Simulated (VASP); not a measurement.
# EuSb (P6_3/mmc) in VASP: further runs

Aim: see how the results for EuSb move with the level of theory and the settings. Levels: PBE, PBE+D3(BJ), LDA. Tasks: single point.

Program: VASP 6.6.1. These are calculated values, not measurements. Logs are shortened: lines on timing, memory, paths and dates and some standing lists are left out, and cuts for length are marked.

## Step 1: The cell of the first run

The structure is hexagonal, space group P6_3/mmc (No. 194). Conventional cell: a = 4.908 Å, b = 4.908 Å, c = 6.623 Å, α = 90.00°, β = 90.00°, γ = 120.00°. Eu (site symmetry -6m2) has 6 Sb at 3.28 Å and 6 Eu at 4.36 Å within 4.4 Å. Sb (site symmetry -3m) has 6 Eu at 3.28 Å and 2 Sb at 3.31 Å within 4.3 Å.

## Step 2: Single point, PBE, collinear spin, ferromagnetic start

Contents of INCAR:

```
SYSTEM = EuSb
PREC = Accurate
ENCUT = 520
EDIFF = 1E-6
ISMEAR = 0
SIGMA = 0.05
LREAL = .FALSE.
LASPH = .TRUE.
NELM = 150
ALGO = Normal
ISIF = 2
LWAVE = .FALSE.
LCHARG = .FALSE.
ISPIN = 2
MAGMOM = 0.5 0.5 0 0
LORBIT = 11
LMAXMIX = 6
GGA = PE
NBANDS = 34
```

Contents of KPOINTS:

```
Automatic mesh
0
G
  8 8 6
  0 0 0
```

Contents of POSCAR:

```
EuSb
1.0
    4.9083820416      0.0000000000      0.0000000000
   -2.4541910208      4.2507835395      0.0000000000
    0.0000000000      0.0000000000      6.6225054227
Eu Sb
2 2
Direct
    0.3333333333      0.6666666667      0.2500000000
    0.6666666667      0.3333333333      0.7500000000
    0.0000000000      0.0000000000      0.0000000000
    0.0000000000      0.0000000000      0.5000000000
```

Potentials or basis: VASP PAW PBE potentials, release 64 (Eu, Sb).

The run is started by

```sh
$ cat potpaw_PBE.64/Eu/POTCAR potpaw_PBE.64/Sb/POTCAR > POTCAR
$ mpirun -np 1 vasp_std > vasp.out
```

OUTCAR:

```text
SYSTEM = EuSb
   PREC = Accurate
   ENCUT = 520
   EDIFF = 1E-6
   ISMEAR = 0
   LREAL = .FALSE.
   LASPH = .TRUE.
   NELM = 150
   ISIF = 2
   ISPIN = 2
   LORBIT = 11
   GGA = PE

 ion  position               nearest neighbor table
   1  0.333  0.667  0.250-   3 3.28   4 3.28   3 3.28   4 3.28   3 3.28   4 3.28
   2  0.667  0.333  0.750-   3 3.28   4 3.28   3 3.28   4 3.28   3 3.28   4 3.28
   3  0.000  0.000  0.000-   1 3.28   2 3.28   1 3.28   2 3.28   2 3.28   1 3.28   4 3.31   4 3.31

   4  0.000  0.000  0.500-   1 3.28   2 3.28   1 3.28   2 3.28   2 3.28   1 3.28   3 3.31   3 3.31

  LATTYP: Found a hexagonal cell.
 ALAT       =     4.9083820416
 C/A-ratio  =     1.3492237089

  Lattice vectors:

 A1 = (   4.9083820416,   0.0000000000,   0.0000000000)
 A2 = (  -2.4541910208,   4.2507835395,   0.0000000000)
 A3 = (   0.0000000000,   0.0000000000,   6.6225054227)

Analysis of symmetry for initial positions (statically):
=====================================================================
 Subroutine PRICEL returns:
 Original cell was already a primitive cell.

 Routine SETGRP: Setting up the symmetry group for a
 hexagonal supercell.

 Subroutine GETGRP returns: Found 24 space group operations
 (whereof 12 operations were pure point group operations)
 out of a pool of 24 trial point group operations.

The static configuration has the point symmetry D_3d.
 The point group associated with its full space group is D_6h.

Analysis of symmetry for dynamics (positions and initial velocities):
=====================================================================
 Subroutine PRICEL returns:
 Original cell was already a primitive cell.

 Routine SETGRP: Setting up the symmetry group for a
 hexagonal supercell.

 Subroutine GETGRP returns: Found 24 space group operations
 (whereof 12 operations were pure point group operations)
 out of a pool of 24 trial point group operations.

The dynamic configuration has the point symmetry D_3d.
 The point group associated with its full space group is D_6h.

Analysis of structural, dynamic, and magnetic symmetry:
=====================================================================
 Subroutine PRICEL returns:
 Original cell was already a primitive cell.

 Routine SETGRP: Setting up the symmetry group for a
 hexagonal supercell.

 Subroutine GETGRP returns: Found 24 space group operations
 (whereof 12 operations were pure point group operations)
 out of a pool of 24 trial point group operations.

The overall configuration has the point symmetry D_3d.
 The point group associated with its full space group is D_6h.

 Subroutine INISYM returns: Found 24 space group operations
 (whereof 12 operations are pure point group operations),
 and found     1 'primitive' translations

----------------------------------------------------------------------------------------

                                     Primitive cell

  volume of cell :     138.1751

  direct lattice vectors                    reciprocal lattice vectors
     4.908382042  0.000000000  0.000000000     0.203733123  0.117625373  0.000000000
    -2.454191021  4.250783540  0.000000000     0.000000000  0.235250746  0.000000000
     0.000000000  0.000000000  6.622505423     0.000000000  0.000000000  0.151000254

  length of vectors
     4.908382042  4.908382042  6.622505423     0.235250746  0.235250746  0.151000254

  position of ions in fractional coordinates (direct lattice)
     0.333333333  0.666666667  0.250000000
     0.666666667  0.333333333  0.750000000
     0.000000000  0.000000000  0.000000000
     0.000000000  0.000000000  0.500000000

  ion indices of the primitive-cell ions
   primitive index   ion index
                 1           1
                 2           2
                 3           3
                 4           4

----------------------------------------------------------------------------------------

[... 25 lines left out ...]
            Coordinates               Weight
  0.000000  0.000000  0.000000      1.000000
  0.125000  0.000000  0.000000      6.000000
  0.250000  0.000000  0.000000      6.000000
  0.375000 -0.000000  0.000000      6.000000
  0.500000  0.000000  0.000000      3.000000
  0.125000  0.125000  0.000000      6.000000
[... 16 lines left out ...]
  0.250000  0.000000  0.333333     12.000000
  0.375000 -0.000000  0.333333     12.000000
 [... further k-points ...]
   k-points           NKPTS =     40   k-points in BZ     NKDIM =     40   number of bands    NBANDS=     34
   number of dos      NEDOS =    301   number of ions     NIONS =      4
   total plane-waves  NPLWV =  80000
   dimension x,y,z NGX =    40 NGY =   40 NGZ =   50
   dimension x,y,z NGXF=    80 NGYF=   80 NGZF=  100
   ions per type =               2   2
   NGX,Y,Z   is equivalent  to a cutoff of  13.55, 13.55, 12.55 a.u.
   NGXF,Y,Z  is equivalent  to a cutoff of  27.10, 27.10, 25.10 a.u.
 SYSTEM =  EuSb
   PREC   = accura    normal or accurate (medium, high low for compatibility)
   ISTART =      0    job   : 0-new  1-cont  2-samecut
   ICHARG =      2    charge: 1-file 2-atom 10-const
   ISPIN  =      2    spin polarized calculation?
   LNONCOLLINEAR =      F non collinear calculations
   LSORBIT =      F    spin-orbit coupling
   LASPH  =      T    aspherical Exc in radial PAW
   ENCUT  =  520.0 eV  38.22 Ry    6.18 a.u.   9.13  9.13 12.31*2*pi/ulx,y,z
   NELM   =    150;   NELMIN=  2; NELMDL= -5     # of ELM steps
   EDIFF  = 0.1E-05   stopping-criterion for ELM
   LREAL  =      F    real-space projection
   EDIFFG = 0.1E-04   stopping-criterion for IOM
   NSW    =      0    number of steps for IOM
   IBRION =     -1    ionic relax: 0-MD 1-quasi-New 2-CG
   NFREE  =      0    steps in history (QN), initial steepest desc. (CG)
   ISIF   =      2    stress and relaxation
   ISYM   =      2    0-nonsym 1-usesym 2-fastsym
   POTIM  = 0.5000    time-step for ionic-motion
   TEBEG  =    0.0;   TEEND  =   0.0 temperature during run
   PSTRESS=    0.0 pullay stress
   NELECT =      44.0000    total number of electrons
   NUPDOWN=      -1.0000    fix difference up-down
   EMIN   =  10.00;   EMAX   =-10.00  energy-range for DOS
   EFERMI =   0.00;   METHOD = LEGACY
   ISMEAR =     0;   SIGMA  =   0.05  broadening in eV -4-tet -1-fermi 0-gaus
   EFERMI_NEDOS =   21; number of points for ismear=-14 and -15
   IALGO  =     38    algorithm
   IMIX   =      4    mixing-type and parameters
     AMIX     =   0.40;   BMIX     =  1.00
     AMIX_MAG =   1.60;   BMIX_MAG =  1.00
  volume/ion in A,a.u.               =      34.54       233.11
  Fermi-wavevector in a.u.,A,eV,Ry     =   1.117933  2.112587 17.004215  1.249775
  Thomas-Fermi vector in A             =   2.254560
   LORBIT       =     11    0 simple, 1 ext, 2 COOP (PROOUT), +10 PAW based schemes
   GGA     = PE    functional components
   LHFCALC =     F    Hartree Fock is set to
   AEXX    =    0.0000 exact exchange contribution
   IVDW    =     0    specifies the selected vdW correction
   LEPSILON=     F    determine dielectric tensor
   LRPA    =     F    only Hartree local field effects (RPA)
 spin polarized calculation
 Gauss-broadening in eV      SIGMA  =   0.05
  energy-cutoff  :      520.00
  volume of cell :      138.18
 maximum number of plane-waves:      3744
 NGX is ok and might be reduce to    40
   NGX = 19   NGY = 19   NGZ = 25

 number of electron      43.9999995 magnetization       9.4796569

 number of electron      43.9999995 magnetization      13.6650630

 Free energy of the ion-electron system (eV)
  ---------------------------------------------------
  ext. energy  EPLUGINS =         0.00000000
  ---------------------------------------------------
  free energy    TOTEN  =       -35.22602292 eV

  energy without entropy =      -35.21815775  energy(sigma->0) =      -35.22209034

 E-fermi :   3.9864     XC(G=0):  -9.1759

 val. band max:        3.9840771273   @ k =   0.0000   0.0000   0.5000
 cond. band min:       3.9908370040   @ k =   0.5000   0.0000   0.0000
 fundamental gap:      0.0067598767
 Fermi energy:         3.9863707302

 spin component 1

 k-point     1 :       0.0000    0.0000    0.0000
  band No.  band energies     occupation
      1     -37.2881      1.00000
      2     -37.2809      1.00000
      3     -16.1165      1.00000
      4     -16.0565      1.00000
      5     -16.0565      1.00000
      6     -16.0326      1.00000
[... 877 lines left out ...]
     33       6.5528      0.00000
     34       7.0622      0.00000

 [... further k-points ...]

 spin component 2

 k-point     1 :       0.0000    0.0000    0.0000
  band No.  band energies     occupation
      1     -34.2304      1.00000
      2     -34.2202      1.00000
      3     -13.9604      1.00000
      4     -13.8565      1.00000
      5     -13.8565      1.00000
      6     -13.8268      1.00000
[... 877 lines left out ...]
     33       8.6468      0.00000
     34       8.6845      0.00000

 [... further k-points ...]

------------------------ aborting loop because EDIFF is reached ----------------------------------------

  FORCE on cell =-STRESS in cart. coord.  units (eV):
  Direction    XX          YY          ZZ          XY          YZ          ZX
  --------------------------------------------------------------------------------------
  -------------------------------------------------------------------------------------
  Total       -0.1831538     -0.1831538     -0.1016928      0.0000000      0.0000000      0.0000000
  in kB       -2.1237183     -2.1237183     -1.1791552      0.0000000      0.0000000      0.0000000
  external PRESSURE =      -1.8088639 kB  Pullay stress =       0.0000000 kB

 VOLUME and BASIS-vectors are now :
 -----------------------------------------------------------------------------
  energy-cutoff  :      520.00
  volume of cell :      138.18
      direct lattice vectors                 reciprocal lattice vectors
     4.908382042  0.000000000  0.000000000     0.203733123  0.117625373  0.000000000
    -2.454191021  4.250783540  0.000000000     0.000000000  0.235250746  0.000000000
     0.000000000  0.000000000  6.622505423     0.000000000  0.000000000  0.151000254

 POSITION                                       TOTAL-FORCE (eV/Angst)
 -----------------------------------------------------------------------------------
     -0.00000      2.83386      1.65563         0.000000     -0.000000      0.000000
      2.45419      1.41693      4.96688        -0.000000      0.000000      0.000000
      0.00000      0.00000      0.00000        -0.000000      0.000000     -0.000000
      0.00000      0.00000      3.31125        -0.000000      0.000000     -0.000000
 -----------------------------------------------------------------------------------
    total drift:                               -0.000000      0.000000     -0.000000

  FREE ENERGIE OF THE ION-ELECTRON SYSTEM (eV)
  ---------------------------------------------------
  free  energy   TOTEN  =       -35.2260229229 eV

  energy  without entropy=      -35.2181577472  energy(sigma->0) =      -35.22209034

 total charge

# of ion       s       p       d       f       tot
--------------------------------------------------
    1        2.036   5.744   0.325   6.613  14.719
    2        2.036   5.744   0.325   6.613  14.719
    3        1.138   1.343   0.015   0.000   2.495
    4        1.138   1.343   0.015   0.000   2.495
--------------------------------------------------
tot          6.348  14.175   0.680  13.227  34.429

 magnetization (x)

# of ion       s       p       d       f       tot
--------------------------------------------------
    1       -0.012  -0.114   0.067   6.591   6.532
    2       -0.012  -0.114   0.067   6.591   6.532
    3       -0.007  -0.043   0.003   0.000  -0.047
    4       -0.007  -0.043   0.003   0.000  -0.047
--------------------------------------------------
tot         -0.039  -0.314   0.141  13.182  12.970
```

Run time: 29 min. Hardware: 1 thread of Intel Xeon 8259CL, shared host; peak memory 0.54 GiB.

Results:

* Free energy: -35.2260 eV
* Pressure: -0.2 GPa
* Net moment: 13.67 μB per cell
* Site moments: Eu +6.53; Sb -0.05 μB
* Valence electrons inside the program's atomic spheres: Eu 14.72; Sb 2.50

Caveat: spin-orbit coupling is left out, which moves the levels of the heavy elements; semilocal functionals describe open f shells poorly, which spoils levels, moments and volumes. The state reached can hang on the start; a lower one may exist.

## Step 3: Single point, PBE+D3(BJ), collinear spin, ferromagnetic start

Contents of INCAR:

```
SYSTEM = EuSb
  PREC = Accurate
  ENCUT = 520
  EDIFF = 1E-6
  ISMEAR = 1
  SIGMA = 0.01
  LREAL = .False.
  LASPH = .True.
  NELM = 150
  ALGO = Normal
  ISIF = 2
  LWAVE = .False.
  LCHARG = .False.
  ISPIN = 2
  MAGMOM = 6 6 0 0
  LORBIT = 11
  LMAXMIX = 6
  GGA = PE
  IVDW = 12
  NBANDS = 34
```

Contents of KPOINTS:

```
Automatic mesh
0
Gamma
  8 8 6
  0 0 0
```

POSCAR is that of step 2.

Potentials or basis: VASP PAW PBE potentials, release 64 (Eu, Sb).

The run is started by

```sh
$ cat potpaw_PBE.64/Eu/POTCAR potpaw_PBE.64/Sb/POTCAR > POTCAR
$ mpirun -np 1 vasp_std > vasp.out
```

It took 16 min on 1 thread of Intel Xeon Platinum 8259CL at 2.50GHz (Skylake/Cascade Lake), shared host; peak memory 0.54 GiB.

Results (log left out):

```
Free energy                                           : -36.6963 eV
Pressure                                              : -2.0 GPa
Net moment                                            : 13.67 μB per cell
Site moments                                          : Eu +6.53; Sb -0.05 μB
Valence electrons inside the program's atomic spheres : Eu 14.72; Sb 2.50
Dispersion energy per atom                            : -0.369 eV
```

Stress tensor (GPa, compression positive):
```
-2.05  0.00  0.00
 0.00 -2.05  0.00
 0.00  0.00 -1.89
```

Levels at points of the mesh, in eV from the Fermi level:
Spin up:
```tsv
k point	band 25	band 26	band 27	band 28	band 29	band 30	band 31	band 32	band 33	band 34
(0.00, 0.00, 0.00)	-0.14	-0.14	-0.11	0.46	0.46	0.94	1.63	1.63	1.68	1.68
(0.50, 0.00, 0.00)	-0.15	-0.15	-0.14	-0.13	-0.05	0.01	2.36	2.63	2.89	3.08
(0.00, 0.00, 0.50)	-0.09	-0.09	-0.09	-0.09	0.00	0.00	2.11	2.11	2.84	2.84
(0.50, 0.00, 0.50)	-0.16	-0.16	-0.09	-0.09	-0.06	-0.06	1.54	1.54	2.78	2.80
```
Spin down:
```csv
k point,band 12,band 13,band 14,band 15,band 16,band 17,band 18,band 19
"(0.00, 0.00, 0.00)",-1.76,-1.76,-0.28,-0.28,1.10,2.15,2.15,2.30
"(0.50, 0.00, 0.00)",-3.06,-1.29,-1.18,-1.17,0.50,2.86,2.92,3.24
"(0.00, 0.00, 0.50)",-1.26,-1.26,-1.26,-1.08,-1.08,2.35,2.35,3.36
"(0.50, 0.00, 0.50)",-2.46,-1.21,-1.21,-0.85,-0.85,1.79,1.79,3.56
```

Caveat: spin-orbit coupling is left out, which moves the levels of the heavy elements; semilocal functionals describe open f shells poorly, which spoils levels, moments and volumes. The state reached can hang on the start; a lower one may exist.

## Step 4: Single point, LDA, collinear spin, ferromagnetic start

Contents of INCAR:

```
PREC = Accurate ; ENCUT = 520
EDIFF = 1E-6 ; ISMEAR = 0
SIGMA = 0.05 ; LREAL = F
LASPH = T ; NELM = 150
ALGO = Normal ; ISIF = 2
LWAVE = F ; LCHARG = T
ISPIN = 2 ; MAGMOM = 7.42 7.42 0 0
LORBIT = 11 ; LMAXMIX = 6
GGA = CA ; LELF = T
LVHAR = T ; NBANDS = 34
```

Contents of KPOINTS:

```
Automatic mesh
0
Gamma
  8 8 6
```

POSCAR is that of step 3.

The run is started by

```sh
$ cat potpaw_PBE.64/Eu/POTCAR potpaw_PBE.64/Sb/POTCAR > POTCAR
$ mpirun -np 1 vasp_std > vasp.out
```

It took 32 min on 1 thread of Intel Xeon 8259CL, shared host; peak memory 0.41 GiB.

Results (log left out):

```
Free energy                                           : -36.5085 eV
Pressure                                              : -3.7 GPa
Net moment                                            : 13.67 μB per cell
Site moments                                          : Eu +6.55; Sb -0.04 μB
Valence electrons inside the program's atomic spheres : Eu 14.66; Sb 2.51
```

Stress tensor (GPa, compression positive):
```
-3.72  0.00  0.00
 0.00 -3.72  0.00
 0.00  0.00 -3.54
```

Levels at points of the mesh, in eV from the Fermi level:
Spin up:
| k point | band 27 | band 28 | band 29 | band 30 | band 31 | band 32 |
| --- | --- | --- | --- | --- | --- | --- |
| (0.00, 0.00, 0.00) | -0.12 | 0.45 | 0.45 | 0.93 | 1.60 | 1.60 |
| (0.50, 0.00, 0.00) | -0.14 | -0.14 | -0.05 | 0.01 | 2.33 | 2.58 |
| (0.00, 0.00, 0.50) | -0.10 | -0.10 | -0.01 | -0.01 | 2.09 | 2.09 |
| (0.50, 0.00, 0.50) | -0.10 | -0.10 | -0.06 | -0.06 | 1.54 | 1.54 |
Spin down:
```csv
k point,band 11,band 12,band 13,band 14,band 15,band 16,band 17,band 18,band 19,band 20
"(0.00, 0.00, 0.00)",-4.10,-1.74,-1.74,-0.26,-0.26,0.96,2.05,2.05,2.20,2.20
"(0.50, 0.00, 0.00)",-3.65,-3.04,-1.24,-1.18,-1.14,0.40,2.72,2.84,3.06,3.21
"(0.00, 0.00, 0.50)",-1.25,-1.25,-1.25,-1.25,-1.10,-1.10,2.21,2.21,3.24,3.24
"(0.50, 0.00, 0.50)",-2.46,-2.46,-1.18,-1.18,-0.86,-0.86,1.69,1.69,3.41,3.41
```

Caveat: the cell stands under tension; the PAW data sets were made with another functional, which shifts forces and pressure a little; spin-orbit coupling is left out, which moves the levels of the heavy elements; semilocal functionals describe open f shells poorly, which spoils levels, moments and volumes.

## Step 5: The runs side by side

| level | smearing | gap on the mesh (eV) | pressure (GPa) | moment (μB) |
| --- | --- | --- | --- | --- |
| PBE | gaussian 0.05 eV | none | -0.2 | 13.67 |
| PBE+D3(BJ) | methfessel-paxton 0.01 eV | none | -2.0 | 13.67 |
| LDA | gaussian 0.05 eV | none | -3.7 | 13.67 |

Alike in all rows: task single point; potentials or basis VASP PAW PBE potentials, release 64 (Eu, Sb); spin collinear, ferromagnetic start; cell as given; k mesh 8 × 8 × 6; cutoff (eV) 520.

The pressure there spans -3.7 GPa (LDA) to -0.2 GPa (PBE); a positive pressure means that this level wants a larger cell, a negative one a smaller.

Caveats: spin-orbit coupling is left out, which moves the levels of the heavy elements; semilocal functionals describe open f shells poorly, which spoils levels, moments and volumes; the cell stands under tension (at least some runs); the PAW data sets were made with another functional, which shifts forces and pressure a little (at least some runs).

Absolute energies hang on the potentials; compare differences alone.
